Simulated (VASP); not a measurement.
# CsLi3P2 (P6/mmm) in VASP: a series of runs

The runs below take CsLi3P2 through relaxation of cell and atoms, single point, with PBE.

All numbers are computed with VASP 6.6.1; they aren't measurements. Logs are shortened: lines on timing, memory, paths and dates and some standing lists are left out, and cuts for length are marked.

## 1. The cell of the first run

It takes space group P6/mmm (No. 191, hexagonal). Conventional cell: a = 6.332 Å, b = 6.332 Å, c = 4.274 Å, α = 90.00°, β = 90.00°, γ = 120.00°. Within 5.0 Å of Cs (site symmetry 6/mmm) lie 12 Li at 3.82 Å and 12 P at 4.23 Å and 2 Cs at 4.27 Å. Within 2.4 Å of Li (site symmetry mmm) lie 2 P at 1.83 Å. Within 2.4 Å of P (site symmetry -6m2) lie 3 Li at 1.83 Å.

The cell was built from a structure type or drawn by symmetry, and may not be a known phase.

## 2. Relaxation of cell and atoms, PBE

File INCAR:

```
PREC = Accurate ; ENCUT = 600
EDIFF = 1E-7 ; ISMEAR = 0
SIGMA = 0.1 ; LREAL = False
LASPH = True ; NELM = 100
ALGO = Normal ; ISIF = 3
LWAVE = False ; LCHARG = False
GGA = PE ; IBRION = 2
NSW = 90 ; EDIFFG = -0.04
```

File KPOINTS:

```
Automatic mesh
0
Gamma
  3 3 4
```

File POSCAR:

```
CsLi3P2
1.0
    6.3315346100      0.0000000000      0.0000000000
   -3.1657673100      5.4832698200      0.0000000000
    0.0000000000      0.0000000000      4.2739819600
Cs Li P
1 3 2
Direct
    0.0000000000      0.0000000000      0.0000000000
    0.5000000000      0.0000000000      0.5000000000
    0.0000000000      0.5000000000      0.5000000000
    0.5000000000      0.5000000000      0.5000000000
    0.3333333300      0.6666666700      0.5000000000
    0.6666666700      0.3333333300      0.5000000000
```

Potentials or basis: VASP PAW PBE potentials, release 64 (Cs_sv, Li_sv, P).

Started as:

```
$ cat potpaw_PBE.64/Cs_sv/POTCAR potpaw_PBE.64/Li_sv/POTCAR potpaw_PBE.64/P/POTCAR > POTCAR
$ mpirun -np 1 vasp_std > vasp.out
```

OUTCAR:

```text
PREC = Accurate
   ENCUT = 600
   EDIFF = 1E-7
   ISMEAR = 0
   LREAL = False
   LASPH = True
   NELM = 100
   ISIF = 3
   GGA = PE
   IBRION = 2
   NSW = 90
   EDIFFG = -0.04

 ion  position               nearest neighbor table
   1  0.000  0.000  0.000-
   2  0.500  0.000  0.500-   5 1.83   6 1.83
   3  0.000  0.500  0.500-   5 1.83   6 1.83
   4  0.500  0.500  0.500-   5 1.83   6 1.83
   5  0.333  0.667  0.500-   3 1.83   2 1.83   4 1.83
   6  0.667  0.333  0.500-   3 1.83   2 1.83   4 1.83

  LATTYP: Found a hexagonal cell.
 ALAT       =     6.3315346100
 C/A-ratio  =     0.6750309717

  Lattice vectors:

 A1 = (   6.3315346100,   0.0000000000,   0.0000000000)
 A2 = (  -3.1657673100,   5.4832698200,   0.0000000000)
 A3 = (   0.0000000000,   0.0000000000,   4.2739819600)

Analysis of symmetry for initial positions (statically):
=====================================================================
 Subroutine PRICEL returns:
 Original cell was already a primitive cell.

 Routine SETGRP: Setting up the symmetry group for a
 hexagonal supercell.

 Subroutine GETGRP returns: Found 24 space group operations
 (whereof 24 operations were pure point group operations)
 out of a pool of 24 trial point group operations.

The static configuration has the point symmetry D_6h.

Analysis of symmetry for dynamics (positions and initial velocities):
=====================================================================
 Subroutine PRICEL returns:
 Original cell was already a primitive cell.

 Routine SETGRP: Setting up the symmetry group for a
 hexagonal supercell.

 Subroutine GETGRP returns: Found 24 space group operations
 (whereof 24 operations were pure point group operations)
 out of a pool of 24 trial point group operations.

The dynamic configuration has the point symmetry D_6h.

 Subroutine INISYM returns: Found 24 space group operations
 (whereof 24 operations are pure point group operations),
 and found     1 'primitive' translations

----------------------------------------------------------------------------------------

                                     Primitive cell

  volume of cell :     148.3820

  direct lattice vectors                    reciprocal lattice vectors
     6.331534610  0.000000000  0.000000000     0.157939593  0.091186467  0.000000000
    -3.165767310  5.483269820  0.000000000     0.000000000  0.182372933  0.000000000
     0.000000000  0.000000000  4.273981960     0.000000000  0.000000000  0.233973847

  length of vectors
     6.331534610  6.331534615  4.273981960     0.182372933  0.182372933  0.233973847

  position of ions in fractional coordinates (direct lattice)
     0.000000000  0.000000000  0.000000000
     0.500000000  0.000000000  0.500000000
     0.000000000  0.500000000  0.500000000
     0.500000000  0.500000000  0.500000000
     0.333333330  0.666666670  0.500000000
     0.666666670  0.333333330  0.500000000

  ion indices of the primitive-cell ions
   primitive index   ion index
                 1           1
                 2           2
                 3           3
                 4           4
                 5           5
                 6           6

----------------------------------------------------------------------------------------

 KPOINTS: Automatic mesh

Automatic generation of k-mesh.
 Grid dimensions read from file:
 generate k-points for:    3    3    4

 Generating k-lattice:

  Cartesian coordinates                     Fractional coordinates (reciprocal lattice)
     0.052646531  0.030395489  0.000000000     0.333333333  0.000000000  0.000000000
     0.000000000  0.060790978  0.000000000     0.000000000  0.333333333  0.000000000
     0.000000000  0.000000000  0.058493462     0.000000000  0.000000000  0.250000000

  Length of vectors
     0.060790978  0.060790978  0.058493462

  Shift w.r.t. Gamma in fractional coordinates (k-lattice)
     0.000000000  0.000000000  0.000000000

 Subroutine IBZKPT returns following result:
 ===========================================

 Found      9 irreducible k-points:

 Following reciprocal coordinates:
            Coordinates               Weight
  0.000000  0.000000  0.000000      1.000000
  0.333333  0.000000  0.000000      6.000000
  0.333333  0.333333  0.000000      2.000000
  0.000000  0.000000  0.250000      2.000000
  0.333333  0.000000  0.250000     12.000000
  0.333333  0.333333  0.250000      4.000000
  0.000000  0.000000  0.500000      1.000000
  0.333333  0.000000  0.500000      6.000000
  0.333333  0.333333  0.500000      2.000000
   k-points           NKPTS =      9   k-points in BZ     NKDIM =      9   number of bands    NBANDS=     18
   number of dos      NEDOS =    301   number of ions     NIONS =      6
   total plane-waves  NPLWV = 104976
   dimension x,y,z NGX =    54 NGY =   54 NGZ =   36
   dimension x,y,z NGXF=   108 NGYF=  108 NGZF=   72
   ions per type =               1   3   2
   NGX,Y,Z   is equivalent  to a cutoff of  14.18, 14.18, 14.00 a.u.
   NGXF,Y,Z  is equivalent  to a cutoff of  28.36, 28.36, 28.01 a.u.
 SYSTEM =  unknown system
   PREC   = accura    normal or accurate (medium, high low for compatibility)
   ISTART =      0    job   : 0-new  1-cont  2-samecut
   ICHARG =      2    charge: 1-file 2-atom 10-const
   ISPIN  =      1    spin polarized calculation?
   LNONCOLLINEAR =      F non collinear calculations
   LSORBIT =      F    spin-orbit coupling
   LASPH  =      T    aspherical Exc in radial PAW
   ENCUT  =  600.0 eV  44.10 Ry    6.64 a.u.  12.65 12.65  8.54*2*pi/ulx,y,z
   NELM   =    100;   NELMIN=  2; NELMDL= -5     # of ELM steps
   EDIFF  = 0.1E-06   stopping-criterion for ELM
   LREAL  =      F    real-space projection
   EDIFFG = -.4E-01   stopping-criterion for IOM
   NSW    =     90    number of steps for IOM
   IBRION =      2    ionic relax: 0-MD 1-quasi-New 2-CG
   NFREE  =      1    steps in history (QN), initial steepest desc. (CG)
   ISIF   =      3    stress and relaxation
   ISYM   =      2    0-nonsym 1-usesym 2-fastsym
   POTIM  = 0.5000    time-step for ionic-motion
   TEBEG  =    0.0;   TEEND  =   0.0 temperature during run
   PSTRESS=    0.0 pullay stress
   NELECT =      28.0000    total number of electrons
   NUPDOWN=      -1.0000    fix difference up-down
   EMIN   =  10.00;   EMAX   =-10.00  energy-range for DOS
   EFERMI =   0.00;   METHOD = LEGACY
   ISMEAR =     0;   SIGMA  =   0.10  broadening in eV -4-tet -1-fermi 0-gaus
   EFERMI_NEDOS =   21; number of points for ismear=-14 and -15
   IALGO  =     38    algorithm
   IMIX   =      4    mixing-type and parameters
     AMIX     =   0.40;   BMIX     =  1.00
     AMIX_MAG =   1.60;   BMIX_MAG =  1.00
  volume/ion in A,a.u.               =      24.73       166.89
  Fermi-wavevector in a.u.,A,eV,Ry     =   0.939003  1.774459 11.996625  0.881727
  Thomas-Fermi vector in A             =   2.066272
   LORBIT       =      0    0 simple, 1 ext, 2 COOP (PROOUT), +10 PAW based schemes
   GGA     = PE    functional components
   LHFCALC =     F    Hartree Fock is set to
   AEXX    =    0.0000 exact exchange contribution
   IVDW    =     0    specifies the selected vdW correction
   LEPSILON=     F    determine dielectric tensor
   LRPA    =     F    only Hartree local field effects (RPA)
 conjugate gradient relaxation of ions
 non-spin polarized calculation
 Gauss-broadening in eV      SIGMA  =   0.10
  energy-cutoff  :      600.00
  volume of cell :      148.38
 maximum number of plane-waves:      4997
 NGX is ok and might be reduce to    50
   NGX = 25   NGY = 25   NGZ = 17

--------------------------------------- Ionic step        1  -------------------------------------------

 number of electron      27.9999996 magnetization

 Free energy of the ion-electron system (eV)
  ---------------------------------------------------
  ext. energy  EPLUGINS =         0.00000000
  ---------------------------------------------------
  free energy    TOTEN  =       -11.12219777 eV

  energy without entropy =      -11.08898901  energy(sigma->0) =      -11.10559339

------------------------ aborting loop because EDIFF is reached ----------------------------------------

  FORCE on cell =-STRESS in cart. coord.  units (eV):
  Direction    XX          YY          ZZ          XY          YZ          ZX
  --------------------------------------------------------------------------------------
  -------------------------------------------------------------------------------------
  Total       27.9511270     27.9511271     -2.2906491     -0.0000000      0.0000000      0.0000000
  in kB      301.8065213    301.8065216    -24.7336305     -0.0000003      0.0000000      0.0000000
  external PRESSURE =     192.9598042 kB  Pullay stress =       0.0000000 kB
[... 101 lines left out ...]
  FREE ENERGIE OF THE ION-ELECTRON SYSTEM (eV)
  ---------------------------------------------------
  free  energy   TOTEN  =       -16.6896184968 eV

  energy  without entropy=      -16.6721075653  energy(sigma->0) =      -16.68086303

 E-fermi :  -0.2073     XC(G=0):  -6.4921

 val. band max:       -0.2186187976   @ k =   0.3333   0.3333   0.2500
 cond. band min:      -0.0272918839   @ k =   0.3333   0.0000   0.2500
 fundamental gap:      0.1913269137
 Fermi energy:        -0.2073413576

 k-point     1 :       0.0000    0.0000    0.0000
  band No.  band energies     occupation
      1     -44.9929      2.00000
      2     -44.9922      2.00000
      3     -44.9922      2.00000
      4     -23.2170      2.00000
      5      -9.9364      2.00000
      6      -9.9364      2.00000
[... 10 lines left out ...]
     17       2.5939      0.00000
     18       3.4849      0.00000
[... 151 lines left out ...]
      2     -44.9922      2.00000
      3     -44.9918      2.00000
      4     -23.1461      2.00000
      5     -10.5203      2.00000
      6      -9.8290      2.00000
[... 10 lines left out ...]
     17       2.6434      0.00000
     18       2.6434      0.00000

[... ionic steps 4 to 9 ...]

--------------------------------------- Ionic step       10  -------------------------------------------

 number of electron      28.0000035 magnetization

------------------------ aborting loop because EDIFF is reached ----------------------------------------

  FORCE on cell =-STRESS in cart. coord.  units (eV):
  Direction    XX          YY          ZZ          XY          YZ          ZX
  --------------------------------------------------------------------------------------
  -------------------------------------------------------------------------------------
  Total       -0.6593989     -0.6593989      0.0018736      0.0000000     -0.0000000      0.0000000
  in kB       -5.6693305     -5.6693305      0.0161090      0.0000000     -0.0000000      0.0000000
  external PRESSURE =      -3.7741840 kB  Pullay stress =       0.0000000 kB
[... 65 lines left out ...]
  energy  without entropy=      -16.9701852184  energy(sigma->0) =      -16.98206026

--------------------------------------- Ionic step       12  -------------------------------------------

 number of electron      28.0000023 magnetization

 Free energy of the ion-electron system (eV)
  ---------------------------------------------------
  ext. energy  EPLUGINS =         0.00000000
  ---------------------------------------------------
  free energy    TOTEN  =       -16.99848893 eV

  energy without entropy =      -16.97474093  energy(sigma->0) =      -16.98661493

 E-fermi :   0.7702     XC(G=0):  -7.1346

 val. band max:        0.7382307128   @ k =   0.0000   0.0000   0.5000
 cond. band min:       0.9164745809   @ k =   0.3333   0.0000   0.2500
 fundamental gap:      0.1782438681
 Fermi energy:         0.7701870997

 k-point     1 :       0.0000    0.0000    0.0000
  band No.  band energies     occupation
      1     -44.2110      2.00000
      2     -44.2103      2.00000
      3     -44.2103      2.00000
      4     -22.8235      2.00000
      5      -9.5057      2.00000
      6      -9.5057      2.00000
[... 10 lines left out ...]
     17       3.2349      0.00000
     18       4.1407      0.00000
[... 199 lines left out ...]
  FREE ENERGIE OF THE ION-ELECTRON SYSTEM (eV)
  ---------------------------------------------------
  free  energy   TOTEN  =       -16.9984889338 eV

  energy  without entropy=      -16.9747409300  energy(sigma->0) =      -16.98661493

 reached required accuracy - stopping structural energy minimisation
```

Wall time 3.8 min (1 thread of AMD EPYC 9R45 (Zen 5), shared host); peak memory 0.3 GiB.

Results:

| Property | Result |
| --- | --- |
| Free energy | -16.9985 eV |
| Relaxed volume | 30.55 Å³/atom |
| Relaxed cell | a = 7.805 Å, b = 7.805 Å, c = 3.475 Å, α = 90.00°, β = 90.00°, γ = 120.00° |
| Space group after relaxing (to 0.1 Å) | P6/mmm (No. 191) |
| Energy gained by relaxing | 979.4 meV/atom |
| Ionic steps | 12 |
| Pressure after relaxing | 0.0 GPa |
| Band gap on the k mesh | zero (bands 14 and 15 overlap by 1.66 eV) |

Step by step:
```csv
step,energy change (eV),largest force (eV/Å),pressure (GPa),volume (Å³)
1,0.0000,0.0000,19.30,148.38
2,-5.5556,0.0000,-0.03,218.47
3,-5.5674,0.0000,-0.94,226.90
4,-5.5722,0.0000,-0.63,223.87
5,-5.6196,0.0000,-0.65,219.47
6,-5.7549,0.0000,-0.66,206.27
7,-5.8493,0.0000,-0.09,179.84
8,-5.8645,0.0000,-0.50,190.60
9,-5.8716,0.0000,-0.40,187.15
10,-5.8718,0.0000,-0.38,186.35
11,-5.8717,0.0000,0.41,180.27
12,-5.8763,0.0000,0.00,183.31
```

Final structure:
```cif
data_structure
_symmetry_space_group_name_H-M 'P 1'
_symmetry_Int_Tables_number 1
_cell_length_a 7.8050
_cell_length_b 7.8050
_cell_length_c 3.4745
_cell_angle_alpha 90.000
_cell_angle_beta 90.000
_cell_angle_gamma 120.000
_cell_volume 183.31
loop_
_atom_site_label
_atom_site_type_symbol
_atom_site_fract_x
_atom_site_fract_y
_atom_site_fract_z
_atom_site_occupancy
Cs1 Cs 0.00000 0.00000 0.00000 1
Li1 Li 0.50000 0.00000 0.50000 1
Li2 Li 0.00000 0.50000 0.50000 1
Li3 Li 0.50000 0.50000 0.50000 1
P1 P 0.33333 0.66667 0.50000 1
P2 P 0.66667 0.33333 0.50000 1
```

Caveat: the k points lie up to 0.45 Å⁻¹ apart in the final cell, too coarse for converged energies and pressures of a metal; the cutoff is under 1.25 times the usual one of these potentials, so pressure, stress and relaxed cells hold a basis-set (Pulay) error; the volume moved by over 15 % at a fixed basis, so the end points are rough; spin-orbit coupling is left out, which moves the levels of the heavy elements.

## 3. Single point, PBE

This run uses another cell than the first one, of 29.29 Å³/atom.

File INCAR:

```
  PREC = Accurate
  ENCUT = 520
  EDIFF = 1E-6
  ISMEAR = 0
  SIGMA = 0.1
  LREAL = False
  LASPH = True
  NELM = 100
  ALGO = Normal
  ISIF = 2
  LWAVE = False
  LCHARG = True
  GGA = PE
  LELF = True
  LVHAR = True
  NBANDS = 23
```

File KPOINTS:

```
Automatic mesh
0
Gamma
  3 3 6
```

File POSCAR:

```
CsLi3P2
1.0
    7.8845372581      0.0000000000      0.0000000000
   -3.9422686290      6.8282095626      0.0000000000
    0.0000000000      0.0000000000      3.2645280891
Cs Li P
1 3 2
Direct
    0.0000000000      0.0000000000      0.0000000000
    0.5000000000      0.0000000000      0.5000000000
    0.0000000000      0.5000000000      0.5000000000
    0.5000000000      0.5000000000      0.5000000000
    0.3333333333      0.6666666667      0.5000000000
    0.6666666667      0.3333333333      0.5000000000
```

Potentials or basis: VASP PAW PBE potentials, release 64 (Cs_sv, Li_sv, P).

Started as:

```
$ cat potpaw_PBE.64/Cs_sv/POTCAR potpaw_PBE.64/Li_sv/POTCAR potpaw_PBE.64/P/POTCAR > POTCAR
$ mpirun -np 1 vasp_std > vasp.out
```

Run time: 32 s. Hardware: 1 thread of AMD EPYC 9R45 (Zen 5), shared host; peak memory 0.26 GiB.

It converged, with:

- Free energy: -17.5740 eV
- Band gap on the k mesh: zero (bands 14 and 15 overlap by 2.14 eV)

Levels at points of the mesh, in eV from the Fermi level:
```csv
k point,band 12,band 13,band 14,band 15,band 16,band 17
"(0.00, 0.00, 0.00)",-1.78,-1.78,0.44,1.54,2.48,2.74
"(0.00, 0.00, 0.50)",-0.79,-0.79,-0.32,-0.32,1.20,1.20
```

Caveat: the cutoff is under 1.25 times the usual one of these potentials, so pressure, stress and relaxed cells hold a basis-set (Pulay) error; spin-orbit coupling is left out, which moves the levels of the heavy elements.

(Part 1 of 2 ends here.)
